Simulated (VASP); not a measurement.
# Rb (I4/mmm) in VASP: further runs, part 2 of 2

VASP 6.6.1. Earlier steps stand in the parts before.

**5. Single point, PBEsol (strain -0.050 along x and y, +0.000 along z)**

INCAR

```
SYSTEM = Rb
PREC = Accurate
ENCUT = 520
EDIFF = 1E-6
ISMEAR = 0
SIGMA = 0.15
LREAL = .FALSE.
LASPH = .TRUE.
NELM = 80
ALGO = Fast
ISIF = 2
LWAVE = .FALSE.
LCHARG = .TRUE.
GGA = PS
LELF = .TRUE.
LVHAR = .TRUE.
NBANDS = 10
```

KPOINTS

```
regular mesh
0
G
  12 12 12
  0 0 0
```

POSCAR

```
Rb
1.0
   -2.6657000000      2.6657000000      2.8060000000
    2.6657000000     -2.6657000000      2.8060000000
    2.6657000000      2.6657000000     -2.8060000000
Rb
1
Direct
    0.0000000000      0.0000000000      0.0000000000
```

Potentials or basis: VASP PAW PBE potentials, release 64 (Rb_sv).

Command:

```
$ cat potpaw_PBE.64/Rb_sv/POTCAR > POTCAR
$ mpirun -np 1 vasp_std > vasp.out
```

OUTCAR:

```text
SYSTEM = Rb
   PREC = Accurate
   ENCUT = 520
   EDIFF = 1E-6
   ISMEAR = 0
   LREAL = .FALSE.
   LASPH = .TRUE.
   NELM = 80
   ISIF = 2
   GGA = PS

 ion  position               nearest neighbor table
   1  0.000  0.000  0.000-

  LATTYP: Found a body centered tetragonal cell.
 ALAT       =     5.3314000000
 C/A-ratio  =     1.0526315789

  Lattice vectors:

 A1 = (  -2.6657000000,   2.6657000000,   2.8060000000)
 A2 = (   2.6657000000,  -2.6657000000,   2.8060000000)
 A3 = (   2.6657000000,   2.6657000000,  -2.8060000000)
[... 483 lines left out ...]
      2     -12.6850      2.00000
      3     -12.6117      2.00000
      4     -12.5806      2.00000
      5      -0.3097      2.00000
      6       2.1103      0.00000
      7       2.7750      0.00000
      8       4.6595      0.00000
      9       5.2093      0.00000
     10       5.7256      0.00000

 [... further k-points ...]
[... 5 lines left out ...]
  --------------------------------------------------------------------------------------
  -------------------------------------------------------------------------------------
  Total        0.1403548      0.1403548      0.1340381      0.0000000      0.0000000      0.0000000
  in kB        2.8194712      2.8194712      2.6925805      0.0000000      0.0000000      0.0000000
  external PRESSURE =       2.7771743 kB  Pullay stress =       0.0000000 kB

 VOLUME and BASIS-vectors are now :
 -----------------------------------------------------------------------------
  energy-cutoff  :      520.00
  volume of cell :       79.76
      direct lattice vectors                 reciprocal lattice vectors
    -2.665700000  2.665700000  2.806000000     0.000000000  0.187567993  0.178189594
     2.665700000 -2.665700000  2.806000000     0.187567993  0.000000000  0.178189594
     2.665700000  2.665700000 -2.806000000     0.187567993  0.187567993  0.000000000

 POSITION                                       TOTAL-FORCE (eV/Angst)
 -----------------------------------------------------------------------------------
      0.00000      0.00000      0.00000        -0.000000     -0.000000      0.000000
 -----------------------------------------------------------------------------------
    total drift:                               -0.000000      0.000000      0.000000

  FREE ENERGIE OF THE ION-ELECTRON SYSTEM (eV)
  ---------------------------------------------------
  free  energy   TOTEN  =        -1.0235343911 eV

  energy  without entropy=       -1.0125408003  energy(sigma->0) =       -1.01803760
```

OSZICAR:

```text
N       E                     dE             d eps       ncg     rms          rms(c)
DAV:   1     0.412236130519E+02    0.41224E+02   -0.33806E+03  3260   0.669E+02
DAV:   2     0.157024134375E+01   -0.39653E+02   -0.38677E+02  3632   0.125E+02
DAV:   3    -0.922433437813E+00   -0.24927E+01   -0.24848E+01  4294   0.313E+01
DAV:   4    -0.102257775316E+01   -0.10014E+00   -0.99861E-01  4594   0.545E+00
DAV:   5    -0.102462536577E+01   -0.20476E-02   -0.20474E-02  4314   0.685E-01    0.135E+00
RMM:   6    -0.102347829456E+01    0.11471E-02   -0.20174E-03  3953   0.270E-01    0.836E-01
RMM:   7    -0.102346816490E+01    0.10130E-04   -0.44959E-03  4149   0.386E-01    0.599E-02
RMM:   8    -0.102352649452E+01   -0.58330E-04   -0.28726E-04  4951   0.104E-01    0.972E-03
RMM:   9    -0.102353279787E+01   -0.63034E-05   -0.62839E-05  5481   0.393E-02    0.788E-03
RMM:  10    -0.102353424122E+01   -0.14433E-05   -0.11349E-05  5341   0.185E-02    0.447E-03
RMM:  11    -0.102353439107E+01   -0.14985E-06   -0.42645E-06  4593   0.941E-03
   1 F= -.10235344E+01 E0= -.10180376E+01  d E =-.109936E-01
```

stdout:

```text
POSCAR found type information on POSCAR Rb
 POSCAR found :  1 types and       1 ions
 scaLAPACK will be used
 -----------------------------------------------------------------------------
|                                                                             |
|                                                                             |
|     You enforced a specific xc type in the INCAR file but a different       |
|     I HOPE YOU KNOW WHAT YOU ARE DOING!                                     |
|                                                                             |
 -----------------------------------------------------------------------------

 LDA part: xc-table for (Slater+PW92), standard interpolation
 POSCAR, INCAR and KPOINTS ok, starting setup
 FFT: planning ... GRIDC
 FFT: planning ... GRID_SOFT
 FFT: planning ... GRID
 WAVECAR not read
 entering main loop
WARNING in EDDRMM: call to ZHEGV failed, returncode =   6  3      8
```

It took 39 s on 1 thread of Intel Xeon 6975P-C (Granite Rapids), shared host; peak memory 0.28 GiB.

Results:

| Quantity | Value |
| --- | --- |
| Free energy | -1.0235 eV |
| Pressure | 0.3 GPa |

Levels at points of the mesh, in eV from the Fermi level:
```tsv
k point	band 2	band 3	band 4	band 5	band 6	band 7
(0.00, 0.00, 0.00)	-12.82	-12.82	-12.82	-2.15	3.72	3.72
(0.50, 0.00, 0.00)	-12.97	-12.87	-12.82	0.17	0.85	2.71
(0.50, 0.50, 0.00)	-12.97	-12.87	-12.82	0.26	0.98	2.42
(0.50, 0.50, 0.50)	-12.93	-12.92	-12.92	1.09	1.24	3.25
```

Caveat: the cell differs from its parent crystal (strain -0.050 along x and y, +0.000 along z); the PAW data sets were made with another functional, which shifts forces and pressure a little.

**6. Overview**

| cell | further INCAR settings | gap on the mesh (eV) | pressure (GPa) |
| --- | --- | --- | --- |
| a = 4.942 Å, angles 110.8, 110.8, 106.8°, 1 atom | ALGO = Fast; EDIFF = 1e-06; NBANDS = 10 | none | -0.2 |
| a = 4.985 Å, angles 107.5, 107.5, 113.4°, 1 atom | ALGO = Fast; EDIFF = 1e-07; NBANDS = 10 | none | -0.2 |
| a = 5.023 Å, angles 108.2, 108.2, 112.1°, 1 atom | ALGO = Fast; EDIFF = 1e-07; NBANDS = 10 | none | -0.3 |
| a = 4.700 Å, angles 110.9, 110.9, 106.7°, 1 atom | ALGO = Fast; EDIFF = 1e-06; NBANDS = 10 | none | 0.3 |

Alike in all rows: task single point; level PBEsol; potentials or basis VASP PAW PBE potentials, release 64 (Rb_sv); no spin polarisation; k mesh 12 × 12 × 12; cutoff (eV) 520; smearing gaussian 0.15 eV.

Caveats: the PAW data sets were made with another functional, which shifts forces and pressure a little.

Absolute energies hang on the potentials; compare differences alone.
